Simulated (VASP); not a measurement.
# AgPt3 (P4/mmm) in VASP: single point with LDA

Aim: the single point of AgPt3 with LDA.

Program: VASP 6.6.1. These are calculated values, not measurements. Logs are shortened: lines on timing, memory, paths and dates and some standing lists are left out, and cuts for length are marked.

### 1 The cell of the first run

It takes space group P4/mmm (No. 123, tetragonal). The conventional cell has a = 3.900 Å, b = 3.900 Å, c = 3.978 Å, α = 90.00°, β = 90.00°, γ = 90.00°. Within 3.6 Å of Ag (site symmetry 4/mmm) lie 12 Pt at 2.76 to 2.79 Å. Pt (site symmetry mmm) has 8 Pt at 2.76 to 2.79 Å and 4 Ag at 2.79 Å within 3.6 Å. Within 3.6 Å of Pt (site symmetry 4/mmm) lie 4 Ag at 2.76 Å and 8 Pt at 2.79 Å.

### 2 Single point, LDA (zz strain of +2 %)

The input, INCAR:

```
ALGO = Normal
EDIFF = 1E-6
ENCUT = 520
GGA = CA
ISIF = 2
ISMEAR = -1
LASPH = True
LCHARG = False
LREAL = False
LWAVE = False
NBANDS = 28
NELM = 80
PREC = Accurate
SIGMA = 0.08
```

The input, KPOINTS:

```
k-points
0
Gamma
  9 9 9
```

The input, POSCAR:

```
AgPt3
1.0
    3.9000000000      0.0000000000      0.0000000000
    0.0000000000      3.9000000000      0.0000000000
    0.0000000000      0.0000000000      3.9780000000
Ag Pt
1 3
Direct
    0.0000000000      0.0000000000      0.0000000000
    0.0000000000      0.5000000000      0.5000000000
    0.5000000000      0.0000000000      0.5000000000
    0.5000000000      0.5000000000      0.0000000000
```

Potentials or basis: VASP PAW LDA potentials, release 64 (Ag, Pt).

Launch:

```console
$ cat potpaw_LDA.64/Ag/POTCAR potpaw_LDA.64/Pt/POTCAR > POTCAR
$ mpirun -np 1 vasp_std > vasp.out
```

OUTCAR:

```text
EDIFF = 1E-6
   ENCUT = 520
   GGA = CA
   ISIF = 2
   ISMEAR = -1
   LASPH = True
   LREAL = False
   NELM = 80
   PREC = Accurate

 ion  position               nearest neighbor table
   1  0.000  0.000  0.000-   4 2.76   4 2.76   4 2.76   4 2.76   3 2.79   2 2.79   3 2.79   2 2.79
                             3 2.79   2 2.79   3 2.79   2 2.79
   2  0.000  0.500  0.500-   3 2.76   3 2.76   3 2.76   3 2.76   4 2.79   1 2.79   1 2.79   1 2.79
                             4 2.79   4 2.79   4 2.79   1 2.79
   3  0.500  0.000  0.500-   2 2.76   2 2.76   2 2.76   2 2.76   4 2.79   1 2.79   4 2.79   4 2.79
                             1 2.79   4 2.79   1 2.79   1 2.79
   4  0.500  0.500  0.000-   1 2.76   1 2.76   1 2.76   1 2.76   3 2.79   2 2.79   3 2.79   3 2.79
                             3 2.79   2 2.79   2 2.79   2 2.79

  LATTYP: Found a simple tetragonal cell.
 ALAT       =     3.9000000000
 C/A-ratio  =     1.0200000000

  Lattice vectors:

 A1 = (   3.9000000000,   0.0000000000,   0.0000000000)
 A2 = (   0.0000000000,   3.9000000000,   0.0000000000)
 A3 = (   0.0000000000,   0.0000000000,   3.9780000000)

Analysis of symmetry for initial positions (statically):
=====================================================================
 Subroutine PRICEL returns:
 Original cell was already a primitive cell.

 Routine SETGRP: Setting up the symmetry group for a
 simple tetragonal supercell.

 Subroutine GETGRP returns: Found 16 space group operations
 (whereof 16 operations were pure point group operations)
 out of a pool of 16 trial point group operations.

The static configuration has the point symmetry D_4h.

Analysis of symmetry for dynamics (positions and initial velocities):
=====================================================================
 Subroutine PRICEL returns:
 Original cell was already a primitive cell.

 Routine SETGRP: Setting up the symmetry group for a
 simple tetragonal supercell.

 Subroutine GETGRP returns: Found 16 space group operations
 (whereof 16 operations were pure point group operations)
 out of a pool of 16 trial point group operations.

The dynamic configuration has the point symmetry D_4h.

 Subroutine INISYM returns: Found 16 space group operations
 (whereof 16 operations are pure point group operations),
 and found     1 'primitive' translations

----------------------------------------------------------------------------------------
[... 96 lines left out ...]
   NELM   =     80;   NELMIN=  2; NELMDL= -5     # of ELM steps
   EDIFF  = 0.1E-05   stopping-criterion for ELM
   LREAL  =      F    real-space projection
   EDIFFG = 0.1E-04   stopping-criterion for IOM
   NSW    =      0    number of steps for IOM
   IBRION =     -1    ionic relax: 0-MD 1-quasi-New 2-CG
   NFREE  =      0    steps in history (QN), initial steepest desc. (CG)
   ISIF   =      2    stress and relaxation
   ISYM   =      2    0-nonsym 1-usesym 2-fastsym
   POTIM  = 0.5000    time-step for ionic-motion
   TEBEG  =    0.0;   TEEND  =   0.0 temperature during run
   PSTRESS=    0.0 pullay stress
   NELECT =      41.0000    total number of electrons
   NUPDOWN=      -1.0000    fix difference up-down
   EMIN   =  10.00;   EMAX   =-10.00  energy-range for DOS
   EFERMI =   0.00;   METHOD = LEGACY
   ISMEAR =    -1;   SIGMA  =   0.08  broadening in eV -4-tet -1-fermi 0-gaus
   EFERMI_NEDOS =   21; number of points for ismear=-14 and -15
   IALGO  =     38    algorithm
   IMIX   =      4    mixing-type and parameters
     AMIX     =   0.40;   BMIX     =  1.00
     AMIX_MAG =   1.60;   BMIX_MAG =  1.00
  volume/ion in A,a.u.               =      15.13       102.08
  Fermi-wavevector in a.u.,A,eV,Ry     =   1.437931  2.717296 28.132035  2.067646
  Thomas-Fermi vector in A             =   2.556954
   LORBIT       =      0    0 simple, 1 ext, 2 COOP (PROOUT), +10 PAW based schemes
   GGA     = CA    functional components
   LHFCALC =     F    Hartree Fock is set to
   AEXX    =    0.0000 exact exchange contribution
   IVDW    =     0    specifies the selected vdW correction
   LEPSILON=     F    determine dielectric tensor
   LRPA    =     F    only Hartree local field effects (RPA)
 non-spin polarized calculation
  energy-cutoff  :      520.00
  volume of cell :       60.51
 maximum number of plane-waves:      1651
 NGX is ok and might be reduce to    30
   NGX = 15   NGY = 15   NGZ = 15

 number of electron      41.0000009 magnetization

 Free energy of the ion-electron system (eV)
  ---------------------------------------------------
  ext. energy  EPLUGINS =         0.00000000
  ---------------------------------------------------
  free energy    TOTEN  =       -26.24577583 eV

  energy without entropy =      -26.17358601  energy(sigma->0) =      -26.20968092

 E-fermi :  10.4959     XC(G=0): -13.5778

 val. band max:       10.4861435774   @ k =   0.4444   0.3333   0.4444
 cond. band min:      10.5084139920   @ k =   0.4444   0.2222   0.1111
 fundamental gap:      0.0222704146
 Fermi energy:        10.4959266865

 k-point     1 :       0.0000    0.0000    0.0000
  band No.  band energies     occupation
      1       0.9031      2.00000
      2       3.6265      2.00000
      3       3.6442      2.00000
      4       3.8222      2.00000
      5       4.0465      2.00000
      6       4.0506      2.00000
[... 733 lines left out ...]
     27      20.9707      0.00000
     28      21.0608      0.00000

 [... further k-points ...]

------------------------ aborting loop because EDIFF is reached ----------------------------------------

  FORCE on cell =-STRESS in cart. coord.  units (eV):
  Direction    XX          YY          ZZ          XY          YZ          ZX
  --------------------------------------------------------------------------------------
  -------------------------------------------------------------------------------------
  Total       -0.5837174     -0.5837174     -1.4036919      0.0000000     -0.0000000     -0.0000000
  in kB      -15.4567872    -15.4567872    -37.1696426      0.0000000     -0.0000000     -0.0000000
  external PRESSURE =     -22.6944057 kB  Pullay stress =       0.0000000 kB

 VOLUME and BASIS-vectors are now :
 -----------------------------------------------------------------------------
  energy-cutoff  :      520.00
  volume of cell :       60.51
      direct lattice vectors                 reciprocal lattice vectors
     3.900000000  0.000000000  0.000000000     0.256410256  0.000000000  0.000000000
     0.000000000  3.900000000  0.000000000     0.000000000  0.256410256  0.000000000
     0.000000000  0.000000000  3.978000000     0.000000000  0.000000000  0.251382604

 POSITION                                       TOTAL-FORCE (eV/Angst)
 -----------------------------------------------------------------------------------
      0.00000      0.00000      0.00000         0.000000      0.000000      0.000000
      0.00000      1.95000      1.98900         0.000000      0.000000      0.000000
      1.95000      0.00000      1.98900         0.000000      0.000000      0.000000
      1.95000      1.95000      0.00000         0.000000      0.000000      0.000000
 -----------------------------------------------------------------------------------
    total drift:                                0.000000      0.000000     -0.000000

  FREE ENERGIE OF THE ION-ELECTRON SYSTEM (eV)
  ---------------------------------------------------
  free  energy   TOTEN  =       -26.2457758267 eV

  energy  without entropy=      -26.1735860067  energy(sigma->0) =      -26.20968092
```

OSZICAR:

```text
N       E                     dE             d eps       ncg     rms          rms(c)
DAV:   1     0.262179394229E+03    0.26218E+03   -0.20708E+04  4208   0.141E+03
DAV:   2    -0.197156086730E+02   -0.28190E+03   -0.27050E+03  4644   0.326E+02
DAV:   3    -0.277851271835E+02   -0.80695E+01   -0.79397E+01  4696   0.558E+01
DAV:   4    -0.278439069451E+02   -0.58780E-01   -0.58760E-01  4516   0.489E+00
DAV:   5    -0.278444889636E+02   -0.58202E-03   -0.58201E-03  4544   0.529E-01    0.231E+01
DAV:   6    -0.263944924857E+02    0.14500E+01   -0.31774E+00  4408   0.161E+01    0.125E+01
DAV:   7    -0.262764942412E+02    0.11800E+00   -0.50913E-01  4464   0.656E+00    0.453E+00
DAV:   8    -0.262514138841E+02    0.25080E-01   -0.10054E-01  4404   0.516E+00    0.201E+00
DAV:   9    -0.262459196642E+02    0.54942E-02   -0.18906E-02  4396   0.163E+00    0.176E-01
DAV:  10    -0.262457716305E+02    0.14803E-03   -0.78446E-04  4460   0.366E-01    0.711E-02
DAV:  11    -0.262457813321E+02   -0.97016E-05   -0.11226E-04  4444   0.102E-01    0.395E-02
DAV:  12    -0.262457755085E+02    0.58236E-05   -0.17230E-05  4460   0.543E-02    0.682E-03
DAV:  13    -0.262457758267E+02   -0.31820E-06   -0.35154E-06  3932   0.143E-02
   1 F= -.26245776E+02 E0= -.26209681E+02  d E =-.721898E-01
```

stdout:

```text
POSCAR found type information on POSCAR AgPt
 POSCAR found :  2 types and       4 ions
 scaLAPACK will be used
 LDA part: xc-table for (Slater(with rela. corr.)+CA(PZ))
 , standard interpolation
 POSCAR, INCAR and KPOINTS ok, starting setup
 FFT: planning ... GRIDC
 FFT: planning ... GRID_SOFT
 FFT: planning ... GRID
 WAVECAR not read
 entering main loop
```

Run time: 3.5 min. Hardware: 1 thread of Intel Xeon 8259CL, shared host; peak memory 0.23 GiB.

What came out:

```
Free energy            : -26.2458 eV
Pressure               : -2.3 GPa
Band gap on the k mesh : zero (an odd number of electrons rules out a gap without spin polarisation)
```

Caveat: the cell differs from its parent crystal (zz strain of +2 %); spin-orbit coupling is left out, which moves the levels of the heavy elements.
